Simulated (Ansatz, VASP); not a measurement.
One calculation of Pb, two programs

```
Pb
1.0
     0.00000    2.49464    2.49464
     2.49464    0.00000    2.49464
     2.49464    2.49464    0.00000
Pb
1
Direct
  0.00000 0.00000 0.00000
```

Alike in both runs: task single point; functional r2SCAN; k mesh 5 × 5 × 5; occupations fermi-dirac, width 0.1 eV; no spin polarisation.

|  | VASP | Ansatz |
| --- | --- | --- |
| version | VASP 6.6.1 | Ansatz 0.2.0 |
| potentials or method | VASP PAW PBE potentials, release 64 (Pb_d), cutoff 520 eV | plane waves (500 eV) with PAW, scalar-relativistic |
| valence electrons in the cell | 14 | 14 |

Ansatz gave:

```
pressure (GPa) : -0.3
```

Task: What did VASP give for the same quantities?

Result: Pressure (GPa): -0.4.

VASP's potentials were made for PBE, not for r2SCAN.

The k mesh is coarse, so the values compare programs but aren't converged. Neither program's run includes spin-orbit coupling.
